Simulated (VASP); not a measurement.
Input of a VASP 6.6.1 run:

File INCAR:

```
PREC = Accurate
ENCUT = 520
EDIFF = 1E-6
ISMEAR = -1
SIGMA = 0.1
LREAL = False
LASPH = True
NELM = 100
ALGO = Normal
ISIF = 2
LWAVE = False
LCHARG = False
GGA = RP
NBANDS = 8
```

File KPOINTS:

```
regular mesh
0
Gamma
  31 31 31
```

The input POSCAR:

```
B
1.0
   -1.1908731830      1.1908731830      1.1908731830
    1.1908731830     -1.1908731830      1.1908731830
    1.1908731830      1.1908731830     -1.1908731830
B
1
Direct
    0.0000000000      0.0000000000      0.0000000000
```

Potentials or basis: VASP PAW PBE potentials, release 64 (B).

Command:

```console
$ cat potpaw_PBE.64/B/POTCAR > POTCAR
$ mpirun -np 1 vasp_std > vasp.out
```

Task: Estimate the pressure.

Result: -13.9 GPa.

Task: Estimate the band gap on the k mesh.

Result: Zero (an odd number of electrons rules out a gap without spin polarisation).

Caveat: the cell stands under tension; the PAW data sets were made with another functional, which shifts forces and pressure a little.
